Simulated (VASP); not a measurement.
# Si6O11 (a cell with a defect) in VASP: a series of runs

Si6O11 (a cell with a defect) is run at these levels: LDA; tasks: single point.

Everything below comes from runs of VASP 6.6.1. Logs are shortened: lines on timing, memory, paths and dates and some standing lists are left out, and cuts for length are marked.

### Step 1. The cell of the first run

The cell holds a defect, 17 atoms: a = 4.867 Å, b = 5.365 Å, c = 8.429 Å, α = 90.00°, β = 90.00°, γ = 90.00°.

### Step 2. Single point, LDA

Contents of INCAR:

```
PREC = Accurate ; ENCUT = 520
EDIFF = 1E-7 ; ISMEAR = 0
SIGMA = 0.05 ; LREAL = Auto
LASPH = T ; NELM = 80
ALGO = Normal ; ISIF = 2
LWAVE = F ; LCHARG = F
NELECT = 88.0 ; NBANDS = 59
```

Contents of KPOINTS:

```
Automatic mesh
0
Gamma
  4 4 2
```

Contents of POSCAR:

```
Si6O11
1.0
   -2.4333868794      4.2147497096      0.0000000000
    0.0000000000      0.0000000000      5.3651521237
    7.3001606382      4.2147497096      0.0000000000
Si O
6 11
Direct
    0.7676536602      0.3333333333      0.2323463398
    0.2676536602      0.3333333333      0.7323463398
    0.4646926795      0.6666666667      0.0000000000
    0.9646926795      0.6666666667      0.5000000000
    0.2676536602      0.0000000000      0.2676536602
    0.7676536602      0.0000000000      0.7676536602
    0.0706884960      0.2213245393      0.2055640003
    0.5706884960      0.2213245393      0.7055640003
    0.7730017524      0.5546578727      0.3618737519
    0.2730017524      0.5546578727      0.8618737519
    0.6563097516      0.8879912060      0.9325622479
    0.2169341152      0.9051495162      0.4787772209
    0.7730017524      0.7786754607      0.6381262481
    0.6563097516      0.4453421273      0.0674377521
    0.1563097516      0.4453421273      0.5674377521
    0.5706884960      0.1120087940      0.2944359997
    0.0706884960      0.1120087940      0.7944359997
```

Potentials or basis: VASP PAW LDA potentials, release 64 (Si, O).

Launch:

```bash
$ cat potpaw_LDA.64/Si/POTCAR potpaw_LDA.64/O/POTCAR > POTCAR
$ mpirun -np 1 vasp_std > vasp.out
```

OUTCAR:

```text
PREC = Accurate
   ENCUT = 520
   EDIFF = 1E-7
   ISMEAR = 0
   LREAL = Auto
   LASPH = T
   NELM = 80
   ISIF = 2
   NELECT = 88.0

 ion  position               nearest neighbor table
   1  0.768  0.333  0.232-   7 1.61  14 1.61  16 1.61   9 1.61   5 3.03   5 3.03   4 3.03   3 3.03

   2  0.268  0.333  0.732-   8 1.61  15 1.61  17 1.61  10 1.61   6 3.03   6 3.03   3 3.03   4 3.03

   3  0.465  0.667  0.000-  10 1.61  11 1.61  14 1.61   5 3.03   2 3.03   6 3.03   1 3.03
   4  0.965  0.667  0.500-  13 1.61   9 1.61  15 1.61  12 1.78   6 3.03   1 3.03   5 3.03   2 3.03

   5  0.268  0.000  0.268-  16 1.61   7 1.61  12 1.87   3 3.03   1 3.03   1 3.03   4 3.03
   6  0.768  0.000  0.768-  17 1.61  11 1.61   8 1.61  13 1.61   4 3.03   2 3.03   2 3.03   3 3.03

   7  0.071  0.221  0.206-   1 1.61   5 1.61
   8  0.571  0.221  0.706-   2 1.61   6 1.61
   9  0.773  0.555  0.362-   4 1.61   1 1.61
  10  0.273  0.555  0.862-   3 1.61   2 1.61
  11  0.656  0.888  0.933-   6 1.61   3 1.61
  12  0.217  0.905  0.479-   4 1.78   5 1.87
  13  0.773  0.779  0.638-   4 1.61   6 1.61
  14  0.656  0.445  0.067-   1 1.61   3 1.61
  15  0.156  0.445  0.567-   2 1.61   4 1.61
  16  0.571  0.112  0.294-   5 1.61   1 1.61
  17  0.071  0.112  0.794-   6 1.61   2 1.61

  LATTYP: Found a simple orthorhombic cell.
 ALAT       =     4.8667737588
 B/A-ratio  =     1.1024042599
 C/A-ratio  =     1.7320508076

  Lattice vectors:

 A1 = (  -2.4333868794,   4.2147497096,   0.0000000000)
 A2 = (   0.0000000000,   0.0000000000,   5.3651521237)
 A3 = (   7.3001606382,   4.2147497096,   0.0000000000)

Analysis of symmetry for initial positions (statically):
=====================================================================
 Subroutine PRICEL returns:
 Original cell was already a primitive cell.

 Routine SETGRP: Setting up the symmetry group for a
 simple orthorhombic supercell.

 Subroutine GETGRP returns: Found  1 space group operations
 (whereof  1 operations were pure point group operations)
 out of a pool of  8 trial point group operations.

The static configuration has the point symmetry C_1 .

Analysis of symmetry for dynamics (positions and initial velocities):
=====================================================================
 Subroutine PRICEL returns:
 Original cell was already a primitive cell.

 Routine SETGRP: Setting up the symmetry group for a
[... 133 lines left out ...]
   EDIFFG = 0.1E-05   stopping-criterion for IOM
   NSW    =      0    number of steps for IOM
   IBRION =     -1    ionic relax: 0-MD 1-quasi-New 2-CG
   NFREE  =      0    steps in history (QN), initial steepest desc. (CG)
   ISIF   =      2    stress and relaxation
   ISYM   =      2    0-nonsym 1-usesym 2-fastsym
   POTIM  = 0.5000    time-step for ionic-motion
   TEBEG  =    0.0;   TEEND  =   0.0 temperature during run
   PSTRESS=    0.0 pullay stress
   NELECT =      88.0000    total number of electrons
   NUPDOWN=      -1.0000    fix difference up-down
   EMIN   =  10.00;   EMAX   =-10.00  energy-range for DOS
   EFERMI =   0.00;   METHOD = LEGACY
   ISMEAR =     0;   SIGMA  =   0.05  broadening in eV -4-tet -1-fermi 0-gaus
   EFERMI_NEDOS =   21; number of points for ismear=-14 and -15
   IALGO  =     38    algorithm
   IMIX   =      4    mixing-type and parameters
     AMIX     =   0.40;   BMIX     =  1.00
     AMIX_MAG =   1.60;   BMIX_MAG =  1.00
  volume/ion in A,a.u.               =      12.95        87.37
  Fermi-wavevector in a.u.,A,eV,Ry     =   1.206037  2.279080 19.790026  1.454526
  Thomas-Fermi vector in A             =   2.341716
   LORBIT       =      0    0 simple, 1 ext, 2 COOP (PROOUT), +10 PAW based schemes
   GGA     = CA    functional components
   LHFCALC =     F    Hartree Fock is set to
   AEXX    =    0.0000 exact exchange contribution
   IVDW    =     0    specifies the selected vdW correction
   LEPSILON=     F    determine dielectric tensor
   LRPA    =     F    only Hartree local field effects (RPA)
 non-spin polarized calculation
 Gauss-broadening in eV      SIGMA  =   0.05
  energy-cutoff  :      520.00
  volume of cell :      220.10
 maximum number of plane-waves:      5960
   NGX = 19   NGY = 19   NGZ = 31

 number of electron      88.0000012 magnetization

 Free energy of the ion-electron system (eV)
  ---------------------------------------------------
  ext. energy  EPLUGINS =         0.00000000
  ---------------------------------------------------
  free energy    TOTEN  =      -145.71970816 eV

  energy without entropy =     -145.71180144  energy(sigma->0) =     -145.71575480

 E-fermi :   1.1073     XC(G=0):  -9.6584

 val. band max:        1.1017496644   @ k =   0.5000   0.0000   0.0000
 cond. band min:       1.1394096294   @ k =   0.0000   0.2500   0.0000
 fundamental gap:      0.0376599650
 Fermi energy:         1.1073155352

 k-point     1 :       0.0000    0.0000    0.0000
  band No.  band energies     occupation
      1     -18.4471      2.00000
      2     -17.8616      2.00000
      3     -17.2768      2.00000
      4     -17.0095      2.00000
      5     -16.7700      2.00000
      6     -16.7226      2.00000
[... 1169 lines left out ...]
     55      10.8395      0.00000
     56      10.9787      0.00000
 [bands above 56 left out]

------------------------ aborting loop because EDIFF is reached ----------------------------------------

  FORCE on cell =-STRESS in cart. coord.  units (eV):
  Direction    XX          YY          ZZ          XY          YZ          ZX
  --------------------------------------------------------------------------------------
  -------------------------------------------------------------------------------------
  Total      -23.2667225    -20.4856308    -20.5569105     -2.5543766     -2.4098870     -0.3731873
  in kB     -169.3638861   -149.1196724   -149.6385338    -18.5939017    -17.5421283     -2.7165170
  external PRESSURE =    -156.0406974 kB  Pullay stress =       0.0000000 kB

 VOLUME and BASIS-vectors are now :
 -----------------------------------------------------------------------------
  energy-cutoff  :      520.00
  volume of cell :      220.10
      direct lattice vectors                 reciprocal lattice vectors
    -2.433386879  4.214749710  0.000000000    -0.102737465  0.177946510  0.000000000
     0.000000000  0.000000000  5.365152124     0.000000000  0.000000000  0.186388005
     7.300160638  4.214749710  0.000000000     0.102737465  0.059315503  0.000000000

 POSITION                                       TOTAL-FORCE (eV/Angst)
 -----------------------------------------------------------------------------------
     -0.17183      4.21475      1.78838         0.593652     -0.067770      0.323769
      4.69494      4.21475      1.78838        -0.475407     -0.425750     -0.767892
     -1.13078      1.95856      3.57677        -3.004097     -0.068467     -0.870751
      1.30261      6.17331      3.57677         0.627932      1.987805      0.999459
      1.30261      2.25619      0.00000         3.921658      2.726623      1.235939
      3.73600      6.47094      0.00000        -0.995894     -0.387984      0.588519
[... 9 lines left out ...]
      0.76072      3.64628      0.60094        -0.423398     -0.491048     -0.851768
      5.62750      3.64628      0.60094         0.318953      0.146740     -0.114870
 -----------------------------------------------------------------------------------
    total drift:                               -0.005720     -0.025328     -0.009986

  FREE ENERGIE OF THE ION-ELECTRON SYSTEM (eV)
  ---------------------------------------------------
  free  energy   TOTEN  =      -145.7197081555 eV

  energy  without entropy=     -145.7118014376  energy(sigma->0) =     -145.71575480
```

stdout:

```text
POSCAR found type information on POSCAR SiO
 POSCAR found :  2 types and      17 ions
 scaLAPACK will be used
 LDA part: xc-table for (Slater(with rela. corr.)+CA(PZ))
 , standard interpolation
 POSCAR, INCAR and KPOINTS ok, starting setup
 FFT: planning ... GRIDC
 FFT: planning ... GRID_SOFT
 FFT: planning ... GRID
 WAVECAR not read
 entering main loop
 the old and the new charge density differ
 old charge density:    90.00000 new   88.00000
    0.340E+01
```

It took 7.1 min on 1 thread of Intel Xeon Platinum 8259CL at 2.50GHz (Skylake/Cascade Lake), shared host; peak memory 0.32 GiB.

What came out:

```
Free energy   : -145.7197 eV
Largest force : 5.312 eV/Å
```

Forces in eV/Å, atoms in the order of the input:
```
Si   0.594 -0.068  0.324
Si  -0.475 -0.426 -0.768
Si  -3.004 -0.068 -0.871
Si   0.628  1.988  0.999
Si   3.922  2.727  1.236
Si  -0.996 -0.388  0.589
O   -0.684  0.532 -1.174
O    0.076  0.145  0.131
O   -0.667  0.066  0.432
O    1.310  0.713  1.250
O    2.014  0.143 -0.563
O   -3.123 -4.131 -1.186
O    0.131 -0.165  0.030
O    0.533 -0.531  0.770
O   -0.154 -0.192 -0.232
O   -0.423 -0.491 -0.852
O    0.319  0.147 -0.115
```

Levels at points of the mesh, in eV from the Fermi level:
```
           k point  band 42  band 43  band 44  band 45  band 46  band 47
(0.00, 0.00, 0.00)    -0.64    -0.18    -0.10    -0.06     3.62     5.94
(0.50, 0.00, 0.00)    -0.49    -0.19    -0.01     0.15     3.55     5.76
(0.00, 0.50, 0.00)    -0.44    -0.33    -0.10     0.11     3.48     5.80
(0.50, 0.50, 0.00)    -0.69    -0.63    -0.25     0.19     3.54     6.28
(0.00, 0.00, 0.50)    -0.60    -0.13    -0.09     0.04     3.48     6.08
(0.50, 0.00, 0.50)    -0.48    -0.18    -0.06     0.14     3.55     5.89
(0.00, 0.50, 0.50)    -0.48    -0.47    -0.06     0.14     3.48     5.81
(0.50, 0.50, 0.50)    -0.64    -0.50    -0.20     0.07     3.55     6.37
```

Caveat: the k points lie up to 0.37 Å⁻¹ apart; the cell carries a net charge on a neutralising background, which shifts energy and pressure; the cell differs from its parent crystal (atoms taken out, atom 12 moved 1.125 of the way to it and +0.375 Å across, host rigid); the cell is charged against a uniform background, so pressure and absolute levels hang on convention.

### Step 3. Single point, LDA

Contents of INCAR:

```
SYSTEM = Si6O11
ALGO = Normal
EDIFF = 1E-7
ENCUT = 520
GGA = CA
ISIF = 2
ISMEAR = 0
LASPH = .TRUE.
LCHARG = .FALSE.
LREAL = Auto
LWAVE = .FALSE.
NBANDS = 59
NELECT = 88.0
NELM = 100
PREC = Accurate
SIGMA = 0.05
```

Contents of KPOINTS:

```
k-points
0
G
  4 4 2
  0 0 0
```

POSCAR: that of step 2 with these lines changed.

```diff
@@ -19,3 +19,3 @@
     0.6563097516      0.8879912060      0.9325622479
-    0.2169341152      0.9051495162      0.4787772209
+    0.1813800395      0.8891558200      0.4356990722
     0.7730017524      0.7786754607      0.6381262481
```

Potentials or basis: VASP PAW LDA potentials, release 64 (Si, O).

Launch:

```bash
$ cat potpaw_LDA.64/Si/POTCAR potpaw_LDA.64/O/POTCAR > POTCAR
$ mpirun -np 1 vasp_std > vasp.out
```

Wall time 11 min (1 thread of Intel Xeon Platinum 8259CL at 2.50GHz (Skylake/Cascade Lake), shared host); peak memory 0.32 GiB.

The run converged. Its results:

```
Free energy   : -147.2191 eV
Largest force : 3.607 eV/Å
```

Forces on the atoms (eV/Å):
```
Si   0.733  0.287  0.352
Si  -0.541 -0.571 -0.742
Si  -3.433 -0.088 -1.102
Si   0.378  0.794 -0.037
Si   1.702  1.363  2.622
Si  -1.116 -0.370  0.725
O   -1.018  0.387 -0.985
O    0.112  0.113  0.089
O   -0.625 -0.337 -0.039
O    1.395  0.793  1.358
O    2.159  0.167 -0.615
O   -0.055 -1.286 -1.466
O   -0.074  0.017  0.135
O    0.514 -0.674  0.876
O   -0.082 -0.070  0.094
O   -0.361 -0.674 -1.067
O    0.312  0.147 -0.198
```

Levels at points of the mesh, in eV from the Fermi level:
| k point | band 40 | band 41 | band 42 | band 43 | band 44 | band 45 | band 46 | band 47 | band 48 | band 49 |
| --- | --- | --- | --- | --- | --- | --- | --- | --- | --- | --- |
| (0.00, 0.00, 0.00) | -0.93 | -0.82 | -0.65 | -0.32 | -0.11 | -0.03 | 4.17 | 6.40 | 6.77 | 6.85 |
| (0.50, 0.00, 0.00) | -1.06 | -0.90 | -0.54 | -0.19 | -0.09 | 0.18 | 4.12 | 6.13 | 6.95 | 8.54 |
| (0.00, 0.50, 0.00) | -1.03 | -0.94 | -0.47 | -0.38 | -0.08 | 0.15 | 4.00 | 6.38 | 7.09 | 8.15 |
| (0.50, 0.50, 0.00) | -0.86 | -0.84 | -0.70 | -0.63 | -0.36 | 0.25 | 4.13 | 6.68 | 6.84 | 8.54 |
| (0.00, 0.00, 0.50) | -0.95 | -0.81 | -0.63 | -0.32 | -0.08 | 0.08 | 4.05 | 6.43 | 6.75 | 7.46 |
| (0.50, 0.00, 0.50) | -1.07 | -0.81 | -0.58 | -0.23 | -0.09 | 0.15 | 4.14 | 6.23 | 6.92 | 8.20 |
| (0.00, 0.50, 0.50) | -1.03 | -0.95 | -0.53 | -0.48 | -0.05 | 0.18 | 4.02 | 6.35 | 7.10 | 8.29 |
| (0.50, 0.50, 0.50) | -0.88 | -0.79 | -0.63 | -0.57 | -0.31 | 0.12 | 4.15 | 6.69 | 6.87 | 8.49 |

Caveat: the k points lie up to 0.37 Å⁻¹ apart; the cell carries a net charge on a neutralising background, which shifts energy and pressure; the cell differs from its parent crystal (atoms taken out, atom 12 moved 1.000 of the way to it and +0.125 Å across, host rigid); the cell is charged against a uniform background, so pressure and absolute levels hang on convention.

### Step 4. Single point, LDA

Contents of INCAR:

```
PREC = Accurate
ENCUT = 520
EDIFF = 1E-6
ISMEAR = 0
SIGMA = 0.05
LREAL = Auto
LASPH = T
NELM = 100
ALGO = Normal
ISIF = 2
LWAVE = F
LCHARG = T
LELF = T
LVHAR = T
NBANDS = 59
NELECT = 88.0
```

Contents of KPOINTS:

```
regular mesh
0
Gamma
  4 4 2
```

POSCAR: that of step 3 with these lines changed.

```diff
@@ -19,3 +19,3 @@
     0.6563097516      0.8879912060      0.9325622479
-    0.1813800395      0.8891558200      0.4356990722
+    0.1312394637      0.8868265920      0.4294254235
     0.7730017524      0.7786754607      0.6381262481
```

Launch:

```bash
$ cat potpaw_LDA.64/Si/POTCAR potpaw_LDA.64/O/POTCAR > POTCAR
$ mpirun -np 1 vasp_std > vasp.out
```

It took 6.4 min on 1 thread of Intel Xeon Platinum 8259CL at 2.50GHz (Skylake/Cascade Lake), shared host; peak memory 0.32 GiB.

The run converged. Its results:

```yaml
Free_energy: -147.1409 eV
Largest_force: 4.439 eV/Å
```

Forces in eV/Å, atoms in the order of the input:
```
Si   0.692  0.449  0.530
Si  -0.486 -0.535 -0.701
Si  -3.329 -0.076 -1.068
Si   2.282 -0.476 -2.537
Si   2.635  0.970  2.126
Si  -1.079 -0.349  0.694
O   -1.088  0.402 -0.845
O    0.094  0.099  0.081
O   -0.568 -0.762 -0.565
O    1.374  0.777  1.337
O    2.128  0.155 -0.606
O   -3.814  0.817  2.120
O    0.289 -0.002  0.090
O    0.520 -0.672  0.827
O   -0.136 -0.026  0.151
O    0.198 -0.911 -1.441
O    0.287  0.140 -0.192
```

Levels at points of the mesh, in eV from the Fermi level:
```csv
k point,band 42,band 43,band 44,band 45,band 46,band 47
"(0.00, 0.00, 0.00)",-0.63,-0.33,-0.10,-0.02,4.16,6.49
"(0.50, 0.00, 0.00)",-0.53,-0.19,-0.10,0.20,4.13,6.20
"(0.00, 0.50, 0.00)",-0.46,-0.36,-0.10,0.14,4.01,6.32
"(0.50, 0.50, 0.00)",-0.70,-0.62,-0.36,0.27,4.15,6.64
"(0.00, 0.00, 0.50)",-0.62,-0.34,-0.07,0.09,4.04,6.44
"(0.50, 0.00, 0.50)",-0.58,-0.24,-0.09,0.15,4.16,6.28
"(0.00, 0.50, 0.50)",-0.54,-0.45,-0.05,0.19,4.02,6.30
"(0.50, 0.50, 0.50)",-0.63,-0.56,-0.31,0.12,4.17,6.64
```

Caveat: the k points lie up to 0.37 Å⁻¹ apart; the cell carries a net charge on a neutralising background, which shifts energy and pressure; the cell differs from its parent crystal (atoms taken out, atom 12 moved 1.000 of the way to it and -0.125 Å across, host rigid); the cell is charged against a uniform background, so pressure and absolute levels hang on convention.

### Step 5. Single point, LDA

Contents of INCAR:

```
SYSTEM = Si6O11
PREC = Accurate
ENCUT = 520
EDIFF = 1E-6
ISMEAR = 0
SIGMA = 0.05
LREAL = Auto
LASPH = .TRUE.
NELM = 80
ALGO = Normal
ISIF = 2
LWAVE = .FALSE.
LCHARG = .FALSE.
NELECT = 88.0
NBANDS = 59
```

Contents of KPOINTS:

```
Automatic mesh
0
G
  4 4 2
  0 0 0
```

POSCAR: that of step 4 with these lines changed.

```diff
@@ -19,3 +19,3 @@
     0.6563097516      0.8879912060      0.9325622479
-    0.1312394637      0.8868265920      0.4294254235
+    0.0810988879      0.8844973640      0.4231517748
     0.7730017524      0.7786754607      0.6381262481
```

Launch:

```bash
$ cat potpaw_LDA.64/Si/POTCAR potpaw_LDA.64/O/POTCAR > POTCAR
$ mpirun -np 1 vasp_std > vasp.out
```

Wall time 7.9 min (1 thread of Intel Xeon Platinum 8259CL at 2.50GHz (Skylake/Cascade Lake), shared host); peak memory 0.31 GiB.

Results (log left out):

| Property | Result |
| --- | --- |
| Free energy | -146.1830 eV |
| Largest force | 11.813 eV/Å |

Forces on the atoms (eV/Å):
```
Si   0.636  0.565  0.657
Si  -0.407 -0.463 -0.669
Si  -3.209 -0.060 -1.033
Si   5.355 -0.997 -6.926
Si   3.528  0.232  1.621
Si  -1.000 -0.307  0.706
O   -1.130  0.434 -0.700
O    0.070  0.079  0.075
O   -0.475 -1.301 -1.299
O    1.358  0.765  1.317
O    2.086  0.134 -0.598
O   -8.646  2.592  7.622
O    0.693 -0.022  0.004
O    0.526 -0.666  0.787
O   -0.245 -0.029  0.287
O    0.612 -1.081 -1.663
O    0.248  0.125 -0.187
```

Levels at points of the mesh, in eV from the Fermi level:
```tsv
k point	band 42	band 43	band 44	band 45	band 46	band 47
(0.00, 0.00, 0.00)	-0.62	-0.36	-0.10	-0.01	4.06	6.39
(0.50, 0.00, 0.00)	-0.47	-0.20	-0.13	0.22	4.04	6.18
(0.00, 0.50, 0.00)	-0.46	-0.33	-0.10	0.12	3.95	6.16
(0.50, 0.50, 0.00)	-0.71	-0.63	-0.36	0.29	4.06	6.44
(0.00, 0.00, 0.50)	-0.62	-0.37	-0.06	0.12	3.94	6.35
(0.50, 0.00, 0.50)	-0.52	-0.26	-0.11	0.15	4.08	6.24
(0.00, 0.50, 0.50)	-0.56	-0.42	-0.05	0.21	3.94	6.15
(0.50, 0.50, 0.50)	-0.64	-0.55	-0.31	0.12	4.10	6.45
```

Caveat: the k points lie up to 0.37 Å⁻¹ apart; the cell carries a net charge on a neutralising background, which shifts energy and pressure; the cell differs from its parent crystal (atoms taken out, atom 12 moved 1.000 of the way to it and -0.375 Å across, host rigid); the cell is charged against a uniform background, so pressure and absolute levels hang on convention.
